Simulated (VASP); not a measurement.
# Mg (Im-3m) in VASP: a series of runs

Mg is run at these levels: PBEsol; tasks: relaxation of cell and atoms.

All numbers are computed with VASP 6.6.1; they aren't measurements. Logs are shortened: lines on timing, memory, paths and dates and some standing lists are left out, and cuts for length are marked.

**1. The cell of the first run**

The structure is cubic, space group Im-3m (No. 229). The conventional cell has a = 3.001 Å, b = 3.001 Å, c = 3.001 Å, α = 90.00°, β = 90.00°, γ = 90.00°. Mg (site symmetry m-3m) has 14 Mg at 2.60 to 3.00 Å within 3.4 Å.

This isn't the form of Mg at room conditions, which is hcp.

**2. Relaxation of cell and atoms, PBEsol, target pressure 50 GPa, at which the enthalpy is minimised**

Contents of INCAR:

```
PREC = Accurate
ENCUT = 600
EDIFF = 1E-7
ISMEAR = 0
SIGMA = 0.1
LREAL = False
LASPH = True
NELM = 100
ALGO = Normal
ISIF = 3
LWAVE = False
LCHARG = False
GGA = PS
IBRION = 2
NSW = 100
EDIFFG = -0.002
PSTRESS = 500.0
```

Contents of KPOINTS:

```
regular mesh
0
Gamma
  20 20 20
```

Contents of POSCAR:

```
Mg
1.0
   -1.5004592388      1.5004592388      1.5004592388
    1.5004592388     -1.5004592388      1.5004592388
    1.5004592388      1.5004592388     -1.5004592388
Mg
1
Direct
    0.0000000000      0.0000000000      0.0000000000
```

Potentials or basis: VASP PAW PBE potentials, release 64 (Mg).

The run is started by

```console
$ cat potpaw_PBE.64/Mg/POTCAR > POTCAR
$ mpirun -np 1 vasp_std > vasp.out
```

OUTCAR:

```text
PREC = Accurate
   ENCUT = 600
   EDIFF = 1E-7
   ISMEAR = 0
   LREAL = False
   LASPH = True
   NELM = 100
   ISIF = 3
   GGA = PS
   IBRION = 2
   NSW = 100
   EDIFFG = -0.002
   PSTRESS = 500.0

 ion  position               nearest neighbor table
   1  0.000  0.000  0.000-

  LATTYP: Found a body centered cubic cell.
 ALAT       =     3.0009184776

  Lattice vectors:

 A1 = (  -1.5004592388,   1.5004592388,   1.5004592388)
 A2 = (   1.5004592388,  -1.5004592388,   1.5004592388)
 A3 = (   1.5004592388,   1.5004592388,  -1.5004592388)

Analysis of symmetry for initial positions (statically):
=====================================================================
 Subroutine PRICEL returns:
 Original cell was already a primitive cell.

 Routine SETGRP: Setting up the symmetry group for a
 body centered cubic supercell.

 Subroutine GETGRP returns: Found 48 space group operations
 (whereof 48 operations were pure point group operations)
 out of a pool of 48 trial point group operations.

The static configuration has the point symmetry O_h .

Analysis of symmetry for dynamics (positions and initial velocities):
=====================================================================
 Subroutine PRICEL returns:
 Original cell was already a primitive cell.

 Routine SETGRP: Setting up the symmetry group for a
 body centered cubic supercell.

 Subroutine GETGRP returns: Found 48 space group operations
 (whereof 48 operations were pure point group operations)
 out of a pool of 48 trial point group operations.

The dynamic configuration has the point symmetry O_h .

 Subroutine INISYM returns: Found 48 space group operations
 (whereof 48 operations are pure point group operations),
 and found     1 'primitive' translations

----------------------------------------------------------------------------------------

                                     Primitive cell

  volume of cell :      13.5124

  direct lattice vectors                    reciprocal lattice vectors
    -1.500459239  1.500459239  1.500459239     0.000000000  0.333231312  0.333231312
     1.500459239 -1.500459239  1.500459239     0.333231312  0.000000000  0.333231312
     1.500459239  1.500459239 -1.500459239     0.333231312  0.333231312  0.000000000

  length of vectors
     2.598871636  2.598871636  2.598871636     0.471260240  0.471260240  0.471260240

  position of ions in fractional coordinates (direct lattice)
     0.000000000  0.000000000  0.000000000

  ion indices of the primitive-cell ions
   primitive index   ion index
                 1           1

----------------------------------------------------------------------------------------

 KPOINTS: regular mesh

Automatic generation of k-mesh.
 Grid dimensions read from file:
 generate k-points for:   20   20   20

 Generating k-lattice:

  Cartesian coordinates                     Fractional coordinates (reciprocal lattice)
     0.000000000  0.016661566  0.016661566     0.050000000  0.000000000  0.000000000
     0.016661566  0.000000000  0.016661566     0.000000000  0.050000000  0.000000000
     0.016661566  0.016661566  0.000000000     0.000000000  0.000000000  0.050000000

  Length of vectors
     0.023563012  0.023563012  0.023563012

  Shift w.r.t. Gamma in fractional coordinates (k-lattice)
     0.000000000  0.000000000  0.000000000

 Subroutine IBZKPT returns following result:
 ===========================================

 Found    256 irreducible k-points:

 Following reciprocal coordinates:
            Coordinates               Weight
  0.000000  0.000000  0.000000      1.000000
  0.050000  0.000000  0.000000     12.000000
  0.100000  0.000000  0.000000     12.000000
  0.150000  0.000000  0.000000     12.000000
  0.200000  0.000000  0.000000     12.000000
  0.250000  0.000000  0.000000     12.000000
[... 16 lines left out ...]
  0.200000  0.100000  0.000000     48.000000
  0.250000  0.100000  0.000000     48.000000
 [... further k-points ...]
   k-points           NKPTS =    256   k-points in BZ     NKDIM =    256   number of bands    NBANDS=      5
   number of dos      NEDOS =    301   number of ions     NIONS =      1
   total plane-waves  NPLWV =  13824
   dimension x,y,z NGX =    24 NGY =   24 NGZ =   24
   dimension x,y,z NGXF=    48 NGYF=   48 NGZF=   48
   ions per type =               1
   NGX,Y,Z   is equivalent  to a cutoff of  15.35, 15.35, 15.35 a.u.
   NGXF,Y,Z  is equivalent  to a cutoff of  30.70, 30.70, 30.70 a.u.
 SYSTEM =  unknown system
   PREC   = accura    normal or accurate (medium, high low for compatibility)
   ISTART =      0    job   : 0-new  1-cont  2-samecut
   ICHARG =      2    charge: 1-file 2-atom 10-const
   ISPIN  =      1    spin polarized calculation?
   LNONCOLLINEAR =      F non collinear calculations
   LSORBIT =      F    spin-orbit coupling
   LASPH  =      T    aspherical Exc in radial PAW
   ENCUT  =  600.0 eV  44.10 Ry    6.64 a.u.   5.19  5.19  5.19*2*pi/ulx,y,z
   NELM   =    100;   NELMIN=  2; NELMDL= -5     # of ELM steps
   EDIFF  = 0.1E-06   stopping-criterion for ELM
   LREAL  =      F    real-space projection
   EDIFFG = -.2E-02   stopping-criterion for IOM
   NSW    =    100    number of steps for IOM
   IBRION =      2    ionic relax: 0-MD 1-quasi-New 2-CG
   NFREE  =      1    steps in history (QN), initial steepest desc. (CG)
   ISIF   =      3    stress and relaxation
   ISYM   =      2    0-nonsym 1-usesym 2-fastsym
   POTIM  = 0.5000    time-step for ionic-motion
   TEBEG  =    0.0;   TEEND  =   0.0 temperature during run
   PSTRESS=  500.0 pullay stress
   NELECT =       2.0000    total number of electrons
   NUPDOWN=      -1.0000    fix difference up-down
   EMIN   =  10.00;   EMAX   =-10.00  energy-range for DOS
   EFERMI =   0.00;   METHOD = LEGACY
   ISMEAR =     0;   SIGMA  =   0.10  broadening in eV -4-tet -1-fermi 0-gaus
   EFERMI_NEDOS =   21; number of points for ismear=-14 and -15
   IALGO  =     38    algorithm
   IMIX   =      4    mixing-type and parameters
     AMIX     =   0.40;   BMIX     =  1.00
     AMIX_MAG =   1.60;   BMIX_MAG =  1.00
  volume/ion in A,a.u.               =      13.51        91.19
  Fermi-wavevector in a.u.,A,eV,Ry     =   0.865979  1.636463 10.203273  0.749919
  Thomas-Fermi vector in A             =   1.984301
   LORBIT       =      0    0 simple, 1 ext, 2 COOP (PROOUT), +10 PAW based schemes
   GGA     = PS    functional components
   LHFCALC =     F    Hartree Fock is set to
   AEXX    =    0.0000 exact exchange contribution
   IVDW    =     0    specifies the selected vdW correction
   LEPSILON=     F    determine dielectric tensor
   LRPA    =     F    only Hartree local field effects (RPA)
 conjugate gradient relaxation of ions
 non-spin polarized calculation
 Gauss-broadening in eV      SIGMA  =   0.10
  energy-cutoff  :      600.00
  volume of cell :       13.51
 maximum number of plane-waves:       466
 NGX is ok and might be reduce to    24
   NGX = 11   NGY = 11   NGZ = 11

--------------------------------------- Ionic step        1  -------------------------------------------

 number of electron       2.0000000 magnetization

 Free energy of the ion-electron system (eV)
  ---------------------------------------------------
  ext. energy  EPLUGINS =         0.00000000
  ---------------------------------------------------
  free energy    TOTEN  =        -0.76104105 eV

  energy without entropy =       -0.76021125  energy(sigma->0) =       -0.76062615

------------------------ aborting loop because EDIFF is reached ----------------------------------------

  FORCE on cell =-STRESS in cart. coord.  units (eV):
  Direction    XX          YY          ZZ          XY          YZ          ZX
  --------------------------------------------------------------------------------------
  -------------------------------------------------------------------------------------
  Total        4.3097038      4.3097038      4.3097038      0.0000000     -0.0000000      0.0000000
  in kB      511.0053099    511.0053099    511.0053099      0.0000000     -0.0000000      0.0000000
  external PRESSURE =      11.0053099 kB  Pullay stress =     500.0000000 kB

 VOLUME and BASIS-vectors are now :
 -----------------------------------------------------------------------------
  energy-cutoff  :      600.00
  volume of cell :       13.51
      direct lattice vectors                 reciprocal lattice vectors
    -1.500459239  1.500459239  1.500459239     0.000000000  0.333231312  0.333231312
     1.500459239 -1.500459239  1.500459239     0.333231312  0.000000000  0.333231312
     1.500459239  1.500459239 -1.500459239     0.333231312  0.333231312  0.000000000
[... 44 lines left out ...]
  FREE ENERGIE OF THE ION-ELECTRON SYSTEM (eV)
  ---------------------------------------------------
  free  energy   TOTEN  =        -0.8176788813 eV

  energy  without entropy=       -0.8168515043  energy(sigma->0) =       -0.81726519

  enthalpy is  TOTEN    =         3.4561086184 eV   P V=        4.2737874997

--------------------------------------- Ionic step        3  -------------------------------------------

 number of electron       2.0000000 magnetization

 Free energy of the ion-electron system (eV)
  ---------------------------------------------------
  ext. energy  EPLUGINS =         0.00000000
  ---------------------------------------------------
  free energy    TOTEN  =        -0.78463719 eV

  energy without entropy =       -0.78380871  energy(sigma->0) =       -0.78422295

 E-fermi :   6.0926     XC(G=0): -10.3657

 val. band max:        6.0760482403   @ k =   0.3000   0.2500   0.1500
 cond. band min:       6.1485681435   @ k =  -0.3500  -0.3500   0.0500
 fundamental gap:      0.0725199033
 Fermi energy:         6.0925564106

 k-point     1 :       0.0000    0.0000    0.0000
  band No.  band energies     occupation
      1      -3.4862      2.00000
      2      23.0005      0.00000
      3      23.0005      0.00000
      4      23.0005      0.00000
      5      25.6916      0.00000

 k-point     2 :       0.0500    0.0000    0.0000
  band No.  band energies     occupation
      1      -3.4022      2.00000
      2      22.1993      0.00000
      3      22.5242      0.00000
      4      22.8852      0.00000
      5      24.8160      0.00000

 k-point     3 :       0.1000    0.0000    0.0000
  band No.  band energies     occupation
      1      -3.1508      2.00000
      2      20.1777      0.00000
      3      21.5400      0.00000
      4      22.5851      0.00000
      5      24.1302      0.00000
[... 153 lines left out ...]
 k-point    23 :       0.2000    0.1000    0.0000
  band No.  band energies     occupation
      1      -1.1804      2.00000
      2      13.5799      0.00000
      3      16.5989      0.00000
      4      20.7978      0.00000
      5      22.7436      0.00000

 k-point    24 :       0.2500    0.1000    0.0000
  band No.  band energies     occupation
      1      -0.3009      2.00000
      2      11.6071      0.00000
      3      15.9158      0.00000
      4      20.3462      0.00000
      5      22.3213      0.00000

 [... further k-points ...]

------------------------ aborting loop because EDIFF is reached ----------------------------------------

  FORCE on cell =-STRESS in cart. coord.  units (eV):
  Direction    XX          YY          ZZ          XY          YZ          ZX
  --------------------------------------------------------------------------------------
  -------------------------------------------------------------------------------------
  Total        4.2406763      4.2406763      4.2406763      0.0000000     -0.0000000      0.0000000
  in kB      500.0527854    500.0527854    500.0527854      0.0000000     -0.0000000      0.0000000
  external PRESSURE =       0.0527854 kB  Pullay stress =     500.0000000 kB

 VOLUME and BASIS-vectors are now :
 -----------------------------------------------------------------------------
  energy-cutoff  :      600.00
  volume of cell :       13.59
      direct lattice vectors                 reciprocal lattice vectors
    -1.503222567  1.503222567  1.503222567     0.000000000  0.332618743  0.332618743
     1.503222567 -1.503222567  1.503222567     0.332618743  0.000000000  0.332618743
     1.503222567  1.503222567 -1.503222567     0.332618743  0.332618743  0.000000000

 POSITION                                       TOTAL-FORCE (eV/Angst)
 -----------------------------------------------------------------------------------
      0.00000      0.00000      0.00000        -0.000000      0.000000     -0.000000
 -----------------------------------------------------------------------------------
    total drift:                                0.000000     -0.000000     -0.000000

  FREE ENERGIE OF THE ION-ELECTRON SYSTEM (eV)
  ---------------------------------------------------
  free  energy   TOTEN  =        -0.7846371947 eV

  energy  without entropy=       -0.7838087054  energy(sigma->0) =       -0.78422295

  enthalpy is  TOTEN    =         3.4555914369 eV   P V=        4.2402286317

 reached required accuracy - stopping structural energy minimisation
```

Run time: 18 s. Hardware: 1 thread of Intel Xeon Platinum 8488C (Sapphire Rapids), shared host; peak memory 0.15 GiB.

Results:

| Quantity | Value |
| --- | --- |
| Free energy | -0.7846 eV |
| Relaxed volume | 13.59 Å³/atom |
| Relaxed cell | a = 2.604 Å, b = 2.604 Å, c = 2.604 Å, α = 109.47°, β = 109.47°, γ = 109.47° |
| Space group after relaxing (to 0.1 Å) | Im-3m (No. 229) |
| Energy change on relaxing (the run minimises the enthalpy) | -23.6 meV/atom |
| Ionic steps | 3 |
| Pressure after relaxing | 50.0 GPa |
| Band gap on the k mesh | zero (bands 1 and 2 overlap by 4.86 eV) |

Step by step:
| step | energy change (eV) | largest force (eV/Å) | pressure (GPa) | volume (Å³) |
| --- | --- | --- | --- | --- |
| 1 | 0.0000 | 0.0000 | 51.10 | 13.51 |
| 2 | -0.0566 | 0.0000 | 48.47 | 13.69 |
| 3 | -0.0236 | 0.0000 | 50.01 | 13.59 |

Final structure:
```
Mg
1.0
    -1.50322    1.50322    1.50322
     1.50322   -1.50322    1.50322
     1.50322    1.50322   -1.50322
Mg
1
Direct
  0.00000 0.00000 0.00000
```

Caveat: the cell is relaxed towards a set pressure, so the run minimises the enthalpy, not the energy; the PAW data sets were made with another functional, which shifts forces and pressure a little.

**3. Relaxation of cell and atoms, PBEsol, target pressure 50 GPa, at which the enthalpy is minimised**

Contents of INCAR:

```
SYSTEM = Mg
PREC = Accurate ; ENCUT = 600
EDIFF = 1E-6 ; ISMEAR = 0
SIGMA = 0.1 ; LREAL = .False.
LASPH = .True. ; NELM = 100
ALGO = Normal ; ISIF = 3
LWAVE = .False. ; LCHARG = .False.
GGA = PS ; IBRION = 2
NSW = 70 ; EDIFFG = -0.004
PSTRESS = 500.0
```

Contents of KPOINTS:

```
regular mesh
0
Gamma
  20 20 20
  0 0 0
```

Contents of POSCAR:

```
Mg
1.0
   -1.5006499179      1.5006499179      1.5006499179
    1.5006499179     -1.5006499179      1.5006499179
    1.5006499179      1.5006499179     -1.5006499179
Mg
1
Direct
    0.0000000000      0.0000000000      0.0000000000
```

Potentials or basis: VASP PAW PBE potentials, release 64 (Mg).

The run is started by

```console
$ cat potpaw_PBE.64/Mg/POTCAR > POTCAR
$ mpirun -np 1 vasp_std > vasp.out
```

It took 16 s on 1 thread of Intel Xeon Platinum 8488C (Sapphire Rapids), shared host; peak memory 0.15 GiB.

Results (log left out):

| Property | Result |
| --- | --- |
| Free energy | -0.7846 eV |
| Relaxed volume | 13.59 Å³/atom |
| Relaxed cell | a = 2.604 Å, b = 2.604 Å, c = 2.604 Å, α = 109.47°, β = 109.47°, γ = 109.47° |
| Space group after relaxing (to 0.1 Å) | Im-3m (No. 229) |
| Energy change on relaxing (the run minimises the enthalpy) | -21.9 meV/atom |
| Ionic steps | 3 |
| Pressure after relaxing | 50.0 GPa |
| Band gap on the k mesh | zero (bands 1 and 2 overlap by 4.86 eV) |

Step by step:
```
step  energy change (eV)  largest force (eV/Å)  pressure (GPa)  volume (Å³)
   1              0.0000                0.0000           51.02        13.52
   2             -0.0528                0.0000           48.58        13.69
   3             -0.0219                0.0000           50.00        13.59
```

Final structure:
```
Mg
1.0
    -1.50322    1.50322    1.50322
     1.50322   -1.50322    1.50322
     1.50322    1.50322   -1.50322
Mg
1
Direct
  0.00000 0.00000 0.00000
```

Levels at points of the mesh, in eV from the Fermi level:
```tsv
k point	band 1	band 2	band 3	band 4	band 5
(0.00, 0.00, 0.00)	-9.58	16.91	16.91	16.91	19.60
(0.50, 0.00, 0.00)	-2.30	-0.96	10.58	14.13	14.37
(0.50, 0.50, 0.50)	3.90	3.90	5.84	5.84	5.84
```

Caveat: the cell is relaxed towards a set pressure, so the run minimises the enthalpy, not the energy; the PAW data sets were made with another functional, which shifts forces and pressure a little.
